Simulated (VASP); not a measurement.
# GaP (R-3m) in VASP: single point with r2SCAN

Aim: the single point of GaP with r2SCAN.

All numbers are computed with VASP 6.6.1; they aren't measurements. Logs are shortened: lines on timing, memory, paths and dates and some standing lists are left out, and cuts for length are marked.

### Step 1. The cell of the first run

The structure is trigonal, space group R-3m (No. 166). Conventional cell: a = 3.886 Å, b = 3.886 Å, c = 19.292 Å, α = 90.00°, β = 90.00°, γ = 120.00°. Within 3.2 Å of Ga (site symmetry 3m) lie 3 P at 2.40 Å and 1 Ga at 2.49 Å. Within 2.9 Å of P (site symmetry 3m) lie 1 P at 2.21 Å and 3 Ga at 2.40 Å.

### Step 2. Single point, r2SCAN

Input file POSCAR:

```
GaP
1.0
    1.9430151800      1.1218003300      6.4308101000
   -1.9430151800      1.1218003300      6.4308101000
    0.0000000000     -2.2436006700      6.4308101000
Ga P
2 2
Direct
    0.4353720000      0.4353720000      0.4353720000
    0.5646280000      0.5646280000      0.5646280000
    0.0573890000      0.0573890000      0.0573890000
    0.9426110000      0.9426110000      0.9426110000
```

Input file INCAR.step1:

```
ALGO = Normal ; EDIFF = 1E-5
ENCUT = 550 ; GGA = PE
GGA_COMPAT = False ; ISMEAR = 0
LASPH = True ; LCHARG = False
LREAL = False ; LWAVE = True
NBANDS = 26 ; NELM = 120
PREC = Accurate ; SIGMA = 0.01
```

Input file INCAR.step2:

```
ALGO = Normal ; EDIFF = 1E-6
ENCUT = 550 ; GGA_COMPAT = False
ISIF = 2 ; ISMEAR = 0
ISTART = 1 ; LASPH = True
LCHARG = False ; LMIXTAU = True
LREAL = False ; LWAVE = False
METAGGA = R2SCAN ; NBANDS = 26
NELM = 120 ; PREC = Accurate
SIGMA = 0.01
```

Input file KPOINTS:

```
k-points
0
Gamma
  4 4 4
```

Potentials or basis: VASP PAW PBE potentials, release 64 (Ga_d, P).

Started as:

```bash
> cat potpaw_PBE.64/Ga_d/POTCAR potpaw_PBE.64/P/POTCAR > POTCAR
> cp INCAR.step1 INCAR
> mpirun -np 1 vasp_std > vasp.out
> cp INCAR.step2 INCAR
> mpirun -np 1 vasp_std > vasp.out
```

OUTCAR:

```text
EDIFF = 1E-6
   ENCUT = 550
   ISIF = 2
   ISMEAR = 0
   ISTART = 1
   LASPH = True
   LREAL = False
   METAGGA = R2SCAN
   NELM = 120
   PREC = Accurate

 ion  position               nearest neighbor table
   1  0.435  0.435  0.435-   3 2.40   3 2.40   3 2.40   2 2.49
   2  0.565  0.565  0.565-   4 2.40   4 2.40   4 2.40   1 2.49
   3  0.057  0.057  0.057-   4 2.21   1 2.40   1 2.40   1 2.40
   4  0.943  0.943  0.943-   3 2.21   2 2.40   2 2.40   2 2.40

  LATTYP: Found a trigonal (rhomboedric) cell.
 ALAT       =     6.8109516598
 COS(alpha) =     0.8372328404

  Lattice vectors:

 A1 = (   1.9430151800,   1.1218003300,   6.4308101000)
 A2 = (  -1.9430151800,   1.1218003300,   6.4308101000)
 A3 = (   0.0000000000,  -2.2436006700,   6.4308101000)

Analysis of symmetry for initial positions (statically):
=====================================================================
 Subroutine PRICEL returns:
 Original cell was already a primitive cell.

 Routine SETGRP: Setting up the symmetry group for a
 trigonal (rhombohedral) supercell.

 Subroutine GETGRP returns: Found 12 space group operations
 (whereof 12 operations were pure point group operations)
 out of a pool of 12 trial point group operations.

The static configuration has the point symmetry D_3d.

Analysis of symmetry for dynamics (positions and initial velocities):
=====================================================================
 Subroutine PRICEL returns:
 Original cell was already a primitive cell.

 Routine SETGRP: Setting up the symmetry group for a
 trigonal (rhombohedral) supercell.

 Subroutine GETGRP returns: Found 12 space group operations
 (whereof 12 operations were pure point group operations)
 out of a pool of 12 trial point group operations.

The dynamic configuration has the point symmetry D_3d.

 Subroutine INISYM returns: Found 12 space group operations
 (whereof 12 operations are pure point group operations),
 and found     1 'primitive' translations

----------------------------------------------------------------------------------------

                                     Primitive cell

  volume of cell :      84.1025

  direct lattice vectors                    reciprocal lattice vectors
     1.943015180  1.121800330  6.430810100     0.257332009  0.148570705  0.051833801
    -1.943015180  1.121800330  6.430810100    -0.257332009  0.148570705  0.051833801
     0.000000000 -2.243600670  6.430810100     0.000000000 -0.297141410  0.051833801

  length of vectors
     6.810951660  6.810951660  6.810951660     0.301628514  0.301628514  0.301628515

  position of ions in fractional coordinates (direct lattice)
     0.435372000  0.435372000  0.435372000
     0.564628000  0.564628000  0.564628000
     0.057389000  0.057389000  0.057389000
     0.942611000  0.942611000  0.942611000

  ion indices of the primitive-cell ions
   primitive index   ion index
                 1           1
                 2           2
                 3           3
                 4           4

----------------------------------------------------------------------------------------

 KPOINTS: k-points

Automatic generation of k-mesh.
 Grid dimensions read from file:
 generate k-points for:    4    4    4

 Generating k-lattice:

  Cartesian coordinates                     Fractional coordinates (reciprocal lattice)
     0.064333002  0.037142676  0.012958450     0.250000000  0.000000000  0.000000000
    -0.064333002  0.037142676  0.012958450     0.000000000  0.250000000  0.000000000
     0.000000000 -0.074285353  0.012958450     0.000000000  0.000000000  0.250000000

  Length of vectors
     0.075407128  0.075407128  0.075407129

  Shift w.r.t. Gamma in fractional coordinates (k-lattice)
     0.000000000  0.000000000  0.000000000

 Subroutine IBZKPT returns following result:
 ===========================================

 Found     13 irreducible k-points:

 Following reciprocal coordinates:
            Coordinates               Weight
  0.000000  0.000000  0.000000      1.000000
  0.250000  0.000000  0.000000      6.000000
  0.500000  0.000000  0.000000      3.000000
  0.250000  0.250000  0.000000      6.000000
  0.500000  0.250000  0.000000     12.000000
 -0.250000  0.250000  0.000000      6.000000
  0.500000  0.500000  0.000000      3.000000
  0.250000  0.250000  0.250000      2.000000
  0.500000  0.250000  0.250000      6.000000
 -0.250000  0.250000  0.250000      6.000000
  0.500000  0.500000  0.250000      6.000000
 -0.250000  0.500000  0.250000      6.000000
  0.500000  0.500000  0.500000      1.000000
   k-points           NKPTS =     13   k-points in BZ     NKDIM =     13   number of bands    NBANDS=     26
   number of dos      NEDOS =    301   number of ions     NIONS =      4
   total plane-waves  NPLWV = 157464
   dimension x,y,z NGX =    54 NGY =   54 NGZ =   54
   dimension x,y,z NGXF=   108 NGYF=  108 NGZF=  108
   ions per type =               2   2
   NGX,Y,Z   is equivalent  to a cutoff of  13.18, 13.18, 13.18 a.u.
   NGXF,Y,Z  is equivalent  to a cutoff of  26.36, 26.36, 26.36 a.u.
 SYSTEM =  unknown system
   PREC   = accura    normal or accurate (medium, high low for compatibility)
   ISTART =      1    job   : 0-new  1-cont  2-samecut
   ICHARG =      0    charge: 1-file 2-atom 10-const
   ISPIN  =      1    spin polarized calculation?
   LNONCOLLINEAR =      F non collinear calculations
   LSORBIT =      F    spin-orbit coupling
   LASPH  =      T    aspherical Exc in radial PAW
   ENCUT  =  550.0 eV  40.42 Ry    6.36 a.u.  13.02 13.02 13.02*2*pi/ulx,y,z
   NELM   =    120;   NELMIN=  2; NELMDL=  0     # of ELM steps
   EDIFF  = 0.1E-05   stopping-criterion for ELM
   LREAL  =      F    real-space projection
   EDIFFG = 0.1E-04   stopping-criterion for IOM
   NSW    =      0    number of steps for IOM
   IBRION =     -1    ionic relax: 0-MD 1-quasi-New 2-CG
   NFREE  =      0    steps in history (QN), initial steepest desc. (CG)
   ISIF   =      2    stress and relaxation
   ISYM   =      2    0-nonsym 1-usesym 2-fastsym
   POTIM  = 0.5000    time-step for ionic-motion
   TEBEG  =    0.0;   TEEND  =   0.0 temperature during run
   PSTRESS=    0.0 pullay stress
   NELECT =      36.0000    total number of electrons
   NUPDOWN=      -1.0000    fix difference up-down
   EMIN   =  10.00;   EMAX   =-10.00  energy-range for DOS
   EFERMI =   0.00;   METHOD = LEGACY
   ISMEAR =     0;   SIGMA  =   0.01  broadening in eV -4-tet -1-fermi 0-gaus
   EFERMI_NEDOS =   21; number of points for ismear=-14 and -15
   IALGO  =     38    algorithm
   IMIX   =      4    mixing-type and parameters
     AMIX     =   0.40;   BMIX     =  1.00
     AMIX_MAG =   1.60;   BMIX_MAG =  1.00
  volume/ion in A,a.u.               =      21.03       141.89
  Fermi-wavevector in a.u.,A,eV,Ry     =   1.233785  2.331515 20.711129  1.522225
  Thomas-Fermi vector in A             =   2.368501
   LORBIT       =      0    0 simple, 1 ext, 2 COOP (PROOUT), +10 PAW based schemes
   METAGGA = R2SCAN    functional components
   LHFCALC =     F    Hartree Fock is set to
   AEXX    =    0.0000 exact exchange contribution
   IVDW    =     0    specifies the selected vdW correction
   LEPSILON=     F    determine dielectric tensor
   LRPA    =     F    only Hartree local field effects (RPA)
 non-spin polarized calculation
 Gauss-broadening in eV      SIGMA  =   0.01
  energy-cutoff  :      550.00
  volume of cell :       84.10
 maximum number of plane-waves:      2491
 NGX is ok and might be reduce to    54
   NGX = 27   NGY = 27   NGZ = 27

 number of electron      36.0000008 magnetization

 Free energy of the ion-electron system (eV)
  ---------------------------------------------------
  ext. energy  EPLUGINS =         0.00000000
  ---------------------------------------------------
  free energy    TOTEN  =       -42.17932909 eV

  energy without entropy =      -42.17932909  energy(sigma->0) =      -42.17932909

 E-fermi :   4.5105     XC(G=0): -10.3604

 val. band max:        4.4583043252   @ k =   0.0000   0.0000   0.0000
 cond. band min:       5.5275378305   @ k =   0.5000   0.5000   0.0000
 fundamental gap:      1.0692335053
 Fermi energy:         4.5104932118

 k-point     1 :       0.0000    0.0000    0.0000
  band No.  band energies     occupation
      1     -10.7549      2.00000
      2     -10.6253      2.00000
      3     -10.6253      2.00000
      4     -10.6086      2.00000
      5     -10.6086      2.00000
      6     -10.5498      2.00000
[... 18 lines left out ...]
     25       9.1821      0.00000
     26      13.1431      0.00000

 k-point     2 :       0.2500    0.0000    0.0000
  band No.  band energies     occupation
      1     -10.7473      2.00000
      2     -10.6891      2.00000
      3     -10.6391      2.00000
      4     -10.6194      2.00000
      5     -10.5856      2.00000
      6     -10.5601      2.00000
[... 18 lines left out ...]
     25      11.0338      0.00000
     26      12.0728      0.00000

 k-point     3 :       0.5000    0.0000    0.0000
  band No.  band energies     occupation
      1     -10.7542      2.00000
      2     -10.7267      2.00000
      3     -10.6584      2.00000
      4     -10.6162      2.00000
      5     -10.5712      2.00000
      6     -10.5628      2.00000
[... 18 lines left out ...]
     25      11.4061      0.00000
     26      11.5573      0.00000

 k-point     4 :       0.2500    0.2500    0.0000
  band No.  band energies     occupation
      1     -10.7465      2.00000
      2     -10.6775      2.00000
      3     -10.6484      2.00000
      4     -10.6222      2.00000
      5     -10.5849      2.00000
      6     -10.5600      2.00000
[... 18 lines left out ...]
     25      11.3573      0.00000
     26      11.6395      0.00000
[... 177 lines left out ...]
      1     -10.7403      2.00000
      2     -10.6801      2.00000
      3     -10.6487      2.00000
      4     -10.6213      2.00000
      5     -10.5862      2.00000
      6     -10.5611      2.00000
[... 18 lines left out ...]
     25      11.7256      0.00000
     26      11.9165      0.00000

 k-point    12 :      -0.2500    0.5000    0.2500
  band No.  band energies     occupation
      1     -10.7314      2.00000
      2     -10.7214      2.00000
      3     -10.6705      2.00000
      4     -10.6125      2.00000
      5     -10.5916      2.00000
      6     -10.5469      2.00000
[... 18 lines left out ...]
     25      11.7171      0.00000
     26      12.1293      0.00000

 k-point    13 :       0.5000    0.5000    0.5000
  band No.  band energies     occupation
      1     -10.7517      2.00000
      2     -10.6224      2.00000
      3     -10.6224      2.00000
      4     -10.6117      2.00000
      5     -10.6117      2.00000
      6     -10.5511      2.00000
[... 18 lines left out ...]
     25      11.1076      0.00000
     26      11.3215      0.00000

------------------------ aborting loop because EDIFF is reached ----------------------------------------

  FORCE on cell =-STRESS in cart. coord.  units (eV):
  Direction    XX          YY          ZZ          XY          YZ          ZX
  --------------------------------------------------------------------------------------
  -------------------------------------------------------------------------------------
  Total       -1.0300101     -1.0300101     -1.5102494      0.0000000      0.0000000      0.0000000
  in kB      -19.6220045    -19.6220044    -28.7707081      0.0000000      0.0000000      0.0000000
  external PRESSURE =     -22.6715723 kB  Pullay stress =       0.0000000 kB

 VOLUME and BASIS-vectors are now :
 -----------------------------------------------------------------------------
  energy-cutoff  :      550.00
  volume of cell :       84.10
      direct lattice vectors                 reciprocal lattice vectors
     1.943015180  1.121800330  6.430810100     0.257332009  0.148570705  0.051833801
    -1.943015180  1.121800330  6.430810100    -0.257332009  0.148570705  0.051833801
     0.000000000 -2.243600670  6.430810100     0.000000000 -0.297141410  0.051833801

 POSITION                                       TOTAL-FORCE (eV/Angst)
 -----------------------------------------------------------------------------------
      0.00000     -0.00000      8.39938         0.000000     -0.000000      0.051433
      0.00000     -0.00000     10.89305         0.000000      0.000000     -0.051433
      0.00000     -0.00000      1.10717         0.000000      0.000000     -0.018060
      0.00000     -0.00000     18.18526         0.000000     -0.000000      0.018060
 -----------------------------------------------------------------------------------
    total drift:                                0.000000      0.000000      0.000000

  FREE ENERGIE OF THE ION-ELECTRON SYSTEM (eV)
  ---------------------------------------------------
  free  energy   TOTEN  =       -42.1793290901 eV

  energy  without entropy=      -42.1793290901  energy(sigma->0) =      -42.17932909
```

Run time: 5.8 min. Hardware: 1 thread of Intel Xeon Platinum 8259CL at 2.50GHz (Skylake/Cascade Lake), shared host; peak memory 0.42 GiB.

Results:

| Property | Result |
| --- | --- |
| Free energy | -42.1793 eV |
| Pressure | -2.3 GPa |
| Largest force | 0.051 eV/Å |
| Band gap on the k mesh | 1.07 eV (least direct gap 1.48 eV) |

Forces on the atoms (eV/Å):
```
Ga   0.000  0.000  0.051
Ga   0.000  0.000 -0.051
P    0.000  0.000 -0.018
P    0.000  0.000  0.018
```

Stress tensor (GPa, compression positive):
```
-1.96  0.00  0.00
 0.00 -1.96  0.00
 0.00  0.00 -2.88
```

Caveat: the k points lie up to 0.47 Å⁻¹ apart; the PAW data sets were made with another functional, which shifts forces and pressure a little. A k mesh can miss the band edges.
